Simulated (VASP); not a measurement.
# KCoF3 (Pm-3m) in VASP: a series of runs

KCoF3 is run at these levels: LDA+U; tasks: single point.

Program: VASP 6.6.1. These are calculated values, not measurements. Logs are shortened: lines on timing, memory, paths and dates and some standing lists are left out, and cuts for length are marked.

## Step 1: The cell of the first run

The structure is cubic, space group Pm-3m (No. 221). The conventional cell has a = 4.071 Å, b = 4.071 Å, c = 4.071 Å, α = 90.00°, β = 90.00°, γ = 90.00°. K (site symmetry m-3m) has 12 F at 2.88 Å and 8 Co at 3.53 Å within 3.8 Å. Within 2.7 Å of F (site symmetry 4/mmm) lie 2 Co at 2.04 Å. Co (site symmetry m-3m) has 6 F at 2.04 Å within 2.7 Å.

## Step 2: Single point, LDA+U, collinear spin, ferromagnetic start

File INCAR:

```
SYSTEM = KCoF3
ALGO = Normal
EDIFF = 1E-6
ENCUT = 520
ISIF = 2
ISMEAR = -1
ISPIN = 2
LASPH = .TRUE.
LCHARG = .TRUE.
LDAU = .TRUE.
LDAUJ = 0 0 0
LDAUL = -1 -1 2
LDAUPRINT = 1
LDAUTYPE = 2
LDAUU = 0 0 3.32
LELF = .TRUE.
LMAXMIX = 4
LORBIT = 11
LREAL = .FALSE.
LVHAR = .TRUE.
LWAVE = .FALSE.
MAGMOM = 0 0 0 0 3
NBANDS = 32
NELM = 150
PREC = Accurate
SIGMA = 0.003
```

File KPOINTS:

```
k-points
0
G
  5 5 5
  0 0 0
```

File POSCAR:

```
KCoF3
1.0
    4.0710000000      0.0000000000      0.0000000000
    0.0000000000      4.0710000000      0.0000000000
    0.0000000000      0.0000000000      4.0710000000
K F Co
1 3 1
Direct
    0.0000000000      0.0000000000      0.0000000000
    0.0000000000      0.5000000000      0.5000000000
    0.5000000000      0.0000000000      0.5000000000
    0.5000000000      0.5000000000      0.0000000000
    0.5000000000      0.5000000000      0.5000000000
```

Potentials or basis: VASP PAW LDA potentials, release 64 (K_sv, F, Co).

Command:

```console
cat potpaw_LDA.64/K_sv/POTCAR potpaw_LDA.64/F/POTCAR potpaw_LDA.64/Co/POTCAR > POTCAR
mpirun -np 1 vasp_std > vasp.out
```

OUTCAR:

```text
SYSTEM = KCoF3
   EDIFF = 1E-6
   ENCUT = 520
   ISIF = 2
   ISMEAR = -1
   ISPIN = 2
   LASPH = .TRUE.
   LORBIT = 11
   LREAL = .FALSE.
   NELM = 150
   PREC = Accurate

 ion  position               nearest neighbor table
   1  0.000  0.000  0.000-
   2  0.000  0.500  0.500-   5 2.04   5 2.04
   3  0.500  0.000  0.500-   5 2.04   5 2.04
   4  0.500  0.500  0.000-   5 2.04   5 2.04
   5  0.500  0.500  0.500-   2 2.04   3 2.04   4 2.04   4 2.04   3 2.04   2 2.04

  LATTYP: Found a simple cubic cell.
 ALAT       =     4.0710000000

  Lattice vectors:

 A1 = (   4.0710000000,   0.0000000000,   0.0000000000)
 A2 = (   0.0000000000,   4.0710000000,   0.0000000000)
 A3 = (   0.0000000000,   0.0000000000,   4.0710000000)

Analysis of symmetry for initial positions (statically):
=====================================================================
 Subroutine PRICEL returns:
 Original cell was already a primitive cell.

 Routine SETGRP: Setting up the symmetry group for a
 simple cubic supercell.

 Subroutine GETGRP returns: Found 48 space group operations
 (whereof 48 operations were pure point group operations)
 out of a pool of 48 trial point group operations.

The static configuration has the point symmetry O_h .

Analysis of symmetry for dynamics (positions and initial velocities):
=====================================================================
 Subroutine PRICEL returns:
 Original cell was already a primitive cell.

 Routine SETGRP: Setting up the symmetry group for a
 simple cubic supercell.

 Subroutine GETGRP returns: Found 48 space group operations
 (whereof 48 operations were pure point group operations)
 out of a pool of 48 trial point group operations.

The dynamic configuration has the point symmetry O_h .

Analysis of structural, dynamic, and magnetic symmetry:
=====================================================================
 Subroutine PRICEL returns:
 Original cell was already a primitive cell.

 Routine SETGRP: Setting up the symmetry group for a
 simple cubic supercell.

 Subroutine GETGRP returns: Found 48 space group operations
 (whereof 48 operations were pure point group operations)
 out of a pool of 48 trial point group operations.

The overall configuration has the point symmetry O_h .

 Subroutine INISYM returns: Found 48 space group operations
 (whereof 48 operations are pure point group operations),
[... 159 lines left out ...]
  o =  1.0167  v =  0.0000 -0.0000  0.1387  0.0000  0.9903  0.0000  0.0000  0.0000  0.0000  0.0000      0.0000  0.0000  0.0000  0.0000  0.0000  0.0000  0.0000  0.0000  0.0000  0.0000
  o =  1.0167  v =  0.0000  0.0000 -0.9903 -0.0000  0.1387  0.0000  0.0000  0.0000  0.0000  0.0000      0.0000  0.0000  0.0000  0.0000  0.0000  0.0000  0.0000  0.0000  0.0000  0.0000

 number of electron      38.9999965 magnetization       3.0001185

 Free energy of the ion-electron system (eV)
  ---------------------------------------------------
  ext. energy  EPLUGINS =         0.00000000
  ---------------------------------------------------
  free energy    TOTEN  =       -25.26872390 eV

  energy without entropy =      -25.26767601  energy(sigma->0) =      -25.26819996

 E-fermi :   1.5730     XC(G=0): -10.5181

 val. band max:        1.5683103630   @ k =   0.4000   0.2000   0.0000
 cond. band min:       1.5743470022   @ k =   0.4000   0.4000   0.2000
 fundamental gap:      0.0060366392
 Fermi energy:         1.5729684183

 spin component 1

 k-point     1 :       0.0000    0.0000    0.0000
  band No.  band energies     occupation
      1     -26.7728      1.00000
      2     -21.3827      1.00000
      3     -20.8459      1.00000
      4     -20.8459      1.00000
      5     -10.5028      1.00000
      6     -10.5028      1.00000
[... 329 lines left out ...]
     30      13.4268      0.00000
     31      13.4268      0.00000
 Fermi energy:         1.5729684183

 spin component 2

 k-point     1 :       0.0000    0.0000    0.0000
  band No.  band energies     occupation
      1     -26.7728      1.00000
      2     -21.2284      1.00000
      3     -20.6238      1.00000
      4     -20.6238      1.00000
      5     -10.5022      1.00000
      6     -10.5022      1.00000
[... 329 lines left out ...]
     30      13.5133      0.00000
     31      13.5133      0.00000
 [bands above 31 left out]

------------------------ aborting loop because EDIFF is reached ----------------------------------------

  FORCE on cell =-STRESS in cart. coord.  units (eV):
  Direction    XX          YY          ZZ          XY          YZ          ZX
  --------------------------------------------------------------------------------------
  -------------------------------------------------------------------------------------
  Total       -3.2477165     -3.2477165     -3.2477165      0.0000000      0.0000000      0.0000000
  in kB      -77.1232625    -77.1232625    -77.1232625      0.0000000      0.0000000      0.0000000
  external PRESSURE =     -77.1232625 kB  Pullay stress =       0.0000000 kB

 VOLUME and BASIS-vectors are now :
 -----------------------------------------------------------------------------
  energy-cutoff  :      520.00
  volume of cell :       67.47
      direct lattice vectors                 reciprocal lattice vectors
     4.071000000  0.000000000  0.000000000     0.245639892  0.000000000  0.000000000
     0.000000000  4.071000000  0.000000000     0.000000000  0.245639892  0.000000000
     0.000000000  0.000000000  4.071000000     0.000000000  0.000000000  0.245639892

 POSITION                                       TOTAL-FORCE (eV/Angst)
 -----------------------------------------------------------------------------------
      0.00000      0.00000      0.00000         0.000000      0.000000      0.000000
      0.00000      2.03550      2.03550         0.000000      0.000000      0.000000
      2.03550      0.00000      2.03550         0.000000      0.000000      0.000000
      2.03550      2.03550      0.00000         0.000000      0.000000      0.000000
      2.03550      2.03550      2.03550         0.000000      0.000000      0.000000
 -----------------------------------------------------------------------------------
    total drift:                                0.000000      0.000000     -0.000000

  FREE ENERGIE OF THE ION-ELECTRON SYSTEM (eV)
  ---------------------------------------------------
  free  energy   TOTEN  =       -25.2687239029 eV

  energy  without entropy=      -25.2676760075  energy(sigma->0) =      -25.26819996

 total charge

# of ion       s       p       d       tot
------------------------------------------
    1        1.951   5.562   0.023   7.536
    2        1.722   4.333   0.000   6.055
    3        1.722   4.333   0.000   6.055
    4        1.722   4.333   0.000   6.055
    5        0.265   0.344   7.137   7.746
--------------------------------------------------
tot          7.383  18.904   7.160  33.448

 magnetization (x)

# of ion       s       p       d       tot
------------------------------------------
    1       -0.000  -0.000  -0.000  -0.001
    2        0.005   0.072   0.000   0.077
    3        0.005   0.072   0.000   0.077
    4        0.005   0.072   0.000   0.077
    5        0.014   0.015   2.728   2.757
--------------------------------------------------
tot          0.030   0.230   2.727   2.987
```

OSZICAR:

```text
N       E                     dE             d eps       ncg     rms          rms(c)
DAV:   1     0.375050156675E+03    0.37505E+03   -0.19748E+04  1280   0.132E+03
DAV:   2     0.574826670074E+01   -0.36930E+03   -0.34324E+03  1400   0.362E+02
DAV:   3    -0.269535435076E+02   -0.32702E+02   -0.32233E+02  1568   0.117E+02
DAV:   4    -0.277670443620E+02   -0.81350E+00   -0.81003E+00  1880   0.175E+01
DAV:   5    -0.277796011222E+02   -0.12557E-01   -0.12552E-01  1592   0.195E+00    0.160E+01
DAV:   6    -0.252150616712E+02    0.25645E+01   -0.13928E+01  1656   0.393E+01    0.173E+01
DAV:   7    -0.252918127140E+02   -0.76751E-01   -0.15340E+00  1696   0.170E+01    0.924E+00
DAV:   8    -0.252737089129E+02    0.18104E-01   -0.19318E-01  1728   0.309E+00    0.581E+00
DAV:   9    -0.252675345541E+02    0.61744E-02   -0.25383E-02  1680   0.171E+00    0.564E-01
DAV:  10    -0.252684977111E+02   -0.96316E-03   -0.61883E-03  1864   0.661E-01    0.164E-01
DAV:  11    -0.252686574652E+02   -0.15975E-03   -0.61614E-04  1560   0.164E-01    0.910E-02
DAV:  12    -0.252687093054E+02   -0.51840E-04   -0.41645E-05  1816   0.549E-02    0.375E-02
DAV:  13    -0.252687233397E+02   -0.14034E-04   -0.98885E-06  1736   0.265E-02    0.126E-02
DAV:  14    -0.252687239029E+02   -0.56327E-06   -0.17025E-06  1392   0.124E-02
   1 F= -.25268724E+02 E0= -.25268200E+02  d E =-.104790E-02  mag=     3.0000
```

stdout:

```text
POSCAR found type information on POSCAR K F Co
 POSCAR found :  3 types and       5 ions
 scaLAPACK will be used
 LDA part: xc-table for (Slater(with rela. corr.)+CA(PZ))
 , standard interpolation
 POSCAR, INCAR and KPOINTS ok, starting setup
 FFT: planning ... GRIDC
 FFT: planning ... GRID_SOFT
 FFT: planning ... GRID
 WAVECAR not read
 entering main loop
```

Run time: 53 s. Hardware: 1 thread of AMD EPYC 7R13, shared host; peak memory 0.15 GiB.

Results:

| Quantity | Value |
| --- | --- |
| Free energy | -25.2687 eV |
| Pressure | -7.7 GPa |
| Band gap on the k mesh | zero (filled and empty bands overlap) |
| Net moment | 3.00 μB per cell |
| Site moments | K -0.00; F +0.08; Co +2.76 μB |
| Valence electrons inside the program's atomic spheres | K 7.54; F 6.05; Co 7.75 |

Levels at points of the mesh, in eV from the Fermi level:
Spin up:
```csv
k point,band 19,band 20,band 21,band 22,band 23,band 24
"(0.00, 0.00, 0.00)",-3.68,-3.68,-3.68,2.90,6.67,6.67
```
Spin down:
```csv
k point,band 17,band 18,band 19,band 20,band 21,band 22
"(0.00, 0.00, 0.00)",-0.62,-0.62,-0.62,2.07,2.07,3.14
```

Eigenvalues of the final occupation matrices:
```tsv
site	spin	trace	eigenvalues
site 5 d	1	4.95	0.97 0.97 0.97 1.02 1.02
site 5 d	2	2.22	0.11 0.11 0.66 0.66 0.66
```

Caveat: a cell with one magnetic atom can't hold antiferromagnetic order, which such compounds often take. The state reached can hang on the start; a lower one may exist.

## Step 3: Single point, LDA+U, collinear spin, ferromagnetic start

File INCAR:

```
SYSTEM = KCoF3
  ALGO = Normal
  EDIFF = 1E-6
  ENCUT = 520
  ISIF = 2
  ISMEAR = -1
  ISPIN = 2
  LASPH = .TRUE.
  LCHARG = .FALSE.
  LDAU = .TRUE.
  LDAUJ = 0 0 0
  LDAUL = -1 -1 2
  LDAUPRINT = 1
  LDAUTYPE = 2
  LDAUU = 0 0 3.32
  LMAXMIX = 4
  LORBIT = 11
  LREAL = .FALSE.
  LWAVE = .FALSE.
  MAGMOM = 0 0 0 0 3
  NBANDS = 32
  NELM = 150
  PREC = Accurate
  SIGMA = 0.1
```

KPOINTS is that of step 2.

POSCAR is that of step 2.

Potentials or basis: VASP PAW LDA potentials, release 64 (K_sv, F, Co).

Command:

```console
cat potpaw_LDA.64/K_sv/POTCAR potpaw_LDA.64/F/POTCAR potpaw_LDA.64/Co/POTCAR > POTCAR
mpirun -np 1 vasp_std > vasp.out
```

Wall time 53 s (1 thread of AMD EPYC 7R13, shared host); peak memory 0.15 GiB.

Results (log left out):

```yaml
Free_energy: -25.3592 eV
Pressure: -7.5 GPa
Band_gap_on_the_k_mesh: zero (filled and empty bands overlap)
Net_moment: 3.00 μB per cell
Site_moments: K -0.00; F +0.08; Co +2.76 μB
Valence_electrons_inside_the_program's_atomic_spheres: K 7.54; F 6.06; Co 7.75
```

Levels at points of the mesh, in eV from the Fermi level:
Spin up:
| k point | band 17 | band 18 | band 19 | band 20 | band 21 | band 22 | band 23 | band 24 | band 25 | band 26 |
| --- | --- | --- | --- | --- | --- | --- | --- | --- | --- | --- |
| (0.00, 0.00, 0.00) | -3.71 | -3.71 | -3.70 | -3.70 | -3.70 | 2.88 | 6.65 | 6.65 | 8.73 | 9.15 |
Spin down:
| k point | band 16 | band 17 | band 18 | band 19 | band 20 | band 21 | band 22 | band 23 |
| --- | --- | --- | --- | --- | --- | --- | --- | --- |
| (0.00, 0.00, 0.00) | -3.56 | -0.63 | -0.63 | -0.63 | 2.05 | 2.05 | 3.12 | 6.68 |

Eigenvalues of the final occupation matrices:
```csv
site,spin,trace,eigenvalues
site 5 d,1,4.95,0.97 0.97 0.97 1.02 1.02
site 5 d,2,2.22,0.11 0.11 0.66 0.66 0.66
```

Caveat: a cell with one magnetic atom can't hold antiferromagnetic order, which such compounds often take.

## Step 4: Single point, LDA+U, collinear spin, ferromagnetic start

File INCAR:

```
PREC = Accurate
ENCUT = 520
EDIFF = 1E-6
ISMEAR = -5
SIGMA = 0.1
LREAL = F
LASPH = T
NELM = 150
ALGO = Normal
ISIF = 2
LWAVE = F
LCHARG = F
ISPIN = 2
MAGMOM = 0 0 0 0 3
LORBIT = 11
LMAXMIX = 4
LDAU = T
LDAUTYPE = 2
LDAUL = -1 -1 2
LDAUU = 0 0 3.32
LDAUJ = 0 0 0
LDAUPRINT = 1
GGA = CA
NBANDS = 32
```

File KPOINTS:

```
regular mesh
0
Gamma
  5 5 5
```

POSCAR is that of step 3.

Potentials or basis: VASP PAW LDA potentials, release 64 (K_sv, F, Co).

Command:

```console
cat potpaw_LDA.64/K_sv/POTCAR potpaw_LDA.64/F/POTCAR potpaw_LDA.64/Co/POTCAR > POTCAR
mpirun -np 1 vasp_std > vasp.out
```

OUTCAR:

```text
PREC = Accurate
   ENCUT = 520
   EDIFF = 1E-6
   ISMEAR = -5
   LREAL = F
   LASPH = T
   NELM = 150
   ISIF = 2
   ISPIN = 2
   LORBIT = 11
   GGA = CA

 ion  position               nearest neighbor table
   1  0.000  0.000  0.000-
   2  0.000  0.500  0.500-   5 2.04   5 2.04
   3  0.500  0.000  0.500-   5 2.04   5 2.04
   4  0.500  0.500  0.000-   5 2.04   5 2.04
   5  0.500  0.500  0.500-   2 2.04   3 2.04   4 2.04   4 2.04   3 2.04   2 2.04

  LATTYP: Found a simple cubic cell.
 ALAT       =     4.0710000000

  Lattice vectors:

 A1 = (   4.0710000000,   0.0000000000,   0.0000000000)
 A2 = (   0.0000000000,   4.0710000000,   0.0000000000)
 A3 = (   0.0000000000,   0.0000000000,   4.0710000000)

Analysis of symmetry for initial positions (statically):
=====================================================================
 Subroutine PRICEL returns:
 Original cell was already a primitive cell.

 Routine SETGRP: Setting up the symmetry group for a
 simple cubic supercell.

 Subroutine GETGRP returns: Found 48 space group operations
 (whereof 48 operations were pure point group operations)
 out of a pool of 48 trial point group operations.

The static configuration has the point symmetry O_h .

Analysis of symmetry for dynamics (positions and initial velocities):
=====================================================================
 Subroutine PRICEL returns:
 Original cell was already a primitive cell.

 Routine SETGRP: Setting up the symmetry group for a
 simple cubic supercell.

 Subroutine GETGRP returns: Found 48 space group operations
 (whereof 48 operations were pure point group operations)
 out of a pool of 48 trial point group operations.

The dynamic configuration has the point symmetry O_h .

Analysis of structural, dynamic, and magnetic symmetry:
=====================================================================
 Subroutine PRICEL returns:
 Original cell was already a primitive cell.

 Routine SETGRP: Setting up the symmetry group for a
 simple cubic supercell.
[... 189 lines left out ...]
 Fermi energy:         1.5524779931

 spin component 1

 k-point     1 :       0.0000    0.0000    0.0000
  band No.  band energies     occupation
      1     -26.7733      1.00000
      2     -21.3833      1.00000
      3     -20.8465      1.00000
      4     -20.8465      1.00000
      5     -10.5033      1.00000
      6     -10.5033      1.00000
[... 329 lines left out ...]
     30      13.4264      0.00000
     31      13.4264      0.00000
 Fermi energy:         1.5524779931

 spin component 2

 k-point     1 :       0.0000    0.0000    0.0000
  band No.  band energies     occupation
      1     -26.7733      1.00000
      2     -21.2288      1.00000
      3     -20.6242      1.00000
      4     -20.6242      1.00000
      5     -10.5027      1.00000
      6     -10.5027      1.00000
[... 329 lines left out ...]
     30      13.5130      0.00000
     31      13.5130      0.00000
 [bands above 31 left out]

------------------------ aborting loop because EDIFF is reached ----------------------------------------

  FORCE on cell =-STRESS in cart. coord.  units (eV):
  Direction    XX          YY          ZZ          XY          YZ          ZX
  --------------------------------------------------------------------------------------
  -------------------------------------------------------------------------------------
  Total       -3.2670754     -3.2670754     -3.2670754      0.0000000      0.0000000     -0.0000000
  in kB      -77.5829758    -77.5829758    -77.5829758      0.0000000      0.0000000     -0.0000000
  external PRESSURE =     -77.5829758 kB  Pullay stress =       0.0000000 kB

 VOLUME and BASIS-vectors are now :
 -----------------------------------------------------------------------------
  energy-cutoff  :      520.00
  volume of cell :       67.47
      direct lattice vectors                 reciprocal lattice vectors
     4.071000000  0.000000000  0.000000000     0.245639892  0.000000000  0.000000000
     0.000000000  4.071000000  0.000000000     0.000000000  0.245639892  0.000000000
     0.000000000  0.000000000  4.071000000     0.000000000  0.000000000  0.245639892

 POSITION                                       TOTAL-FORCE (eV/Angst)
 -----------------------------------------------------------------------------------
      0.00000      0.00000      0.00000         0.000000      0.000000      0.000000
      0.00000      2.03550      2.03550         0.000000      0.000000      0.000000
      2.03550      0.00000      2.03550         0.000000      0.000000      0.000000
      2.03550      2.03550      0.00000         0.000000      0.000000      0.000000
      2.03550      2.03550      2.03550         0.000000      0.000000      0.000000
 -----------------------------------------------------------------------------------
    total drift:                                0.000000      0.000000     -0.000000

  FREE ENERGIE OF THE ION-ELECTRON SYSTEM (eV)
  ---------------------------------------------------
  free  energy   TOTEN  =       -25.2797162869 eV

  energy  without entropy=      -25.2797162869  energy(sigma->0) =      -25.27971629

 total charge

# of ion       s       p       d       tot
------------------------------------------
    1        1.951   5.562   0.023   7.536
    2        1.722   4.333   0.000   6.055
    3        1.722   4.333   0.000   6.055
    4        1.722   4.333   0.000   6.055
    5        0.265   0.344   7.137   7.746
--------------------------------------------------
tot          7.383  18.904   7.160  33.448

 magnetization (x)

# of ion       s       p       d       tot
------------------------------------------
    1       -0.000  -0.000  -0.000  -0.001
    2        0.005   0.072   0.000   0.077
    3        0.005   0.072   0.000   0.077
    4        0.005   0.072   0.000   0.077
    5        0.014   0.015   2.728   2.757
--------------------------------------------------
tot          0.030   0.230   2.727   2.987
```

It took 54 s on 1 thread of AMD EPYC 7R13, shared host; peak memory 0.14 GiB.

What came out:

* Free energy: -25.2797 eV
* Pressure: -7.8 GPa
* Band gap on the k mesh: zero (filled and empty bands overlap)
* Net moment: 3.00 μB per cell
* Site moments: K -0.00; F +0.08; Co +2.76 μB
* Valence electrons inside the program's atomic spheres: K 7.54; F 6.05; Co 7.75

Eigenvalues of the final occupation matrices:
```tsv
site	spin	trace	eigenvalues
site 5 d	1	4.95	0.97 0.97 0.97 1.02 1.02
site 5 d	2	2.22	0.11 0.11 0.66 0.66 0.66
```

Caveat: a cell with one magnetic atom can't hold antiferromagnetic order, which such compounds often take; tetrahedron occupations give inexact forces and stress in metals.

## Step 5: Overview

| smearing | gap on the mesh (eV) | pressure (GPa) | moment (μB) |
| --- | --- | --- | --- |
| fermi-dirac 0.003 eV | none | -7.7 | 3.00 |
| fermi-dirac 0.1 eV | none | -7.5 | 3.00 |
| tetrahedron | none | -7.8 | 3.00 |

Alike in all rows: task single point; level LDA+U; potentials or basis VASP PAW LDA potentials, release 64 (K_sv, F, Co); spin collinear, ferromagnetic start; Co d U = 3.32 eV; cell as given; k mesh 5 × 5 × 5; cutoff (eV) 520.

Every run on the cell as given and a fine mesh finds a metal.

Caveats: a cell with one magnetic atom can't hold antiferromagnetic order, which such compounds often take; tetrahedron occupations give inexact forces and stress in metals (some runs).

Absolute energies hang on the potentials; compare differences alone.
